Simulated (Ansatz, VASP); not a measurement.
# Two plane-wave programs on SnO

```
CELL_PARAMETERS angstrom
3.74415 0.00000 0.00000
0.00000 3.74415 0.00000
0.00000 0.00000 30.63340
ATOMIC_POSITIONS crystal
Sn 0.50000 0.00000 0.46064
Sn 0.00000 0.50000 0.53936
O 0.00000 0.00000 0.50000
O 0.50000 0.50000 0.50000
```

Change from the starting cell: biaxial strain -0.020, atoms relaxed.

Alike in both runs: functional PBE; dispersion D3(BJ); k mesh 6 × 6 × 1; occupations gaussian, width 0.02 eV; no spin polarisation.

Ansatz relaxed the structure, and its values are those at the end. VASP's run is a single point on that final structure, the one shown.

|  | VASP | Ansatz |
| --- | --- | --- |
| version | VASP 6.6.1 | Ansatz 0.2.0 |
| potentials or method | VASP PAW PBE potentials, release 64 (Sn_d, O), cutoff 520 eV | scalar-relativistic, plane waves, PAW |
| valence electrons in the cell | 40 | 40 |

Ansatz gave:

| Property | Result |
| --- | --- |
| gap on the k mesh at the Fermi level (eV) | 3.16 |
| least direct gap on the mesh (eV) | 3.30 |
| rms of the force components (eV/Å) | 0.003 |

**Question.** Which values does VASP return?

**Answer.** gap on the k mesh at the Fermi level (eV): 3.15; least direct gap on the mesh (eV): 3.29; rms of the force components (eV/Å): 0.040.

Ansatz's warnings: stress scf threshold loose, xc potential rough in thin density.
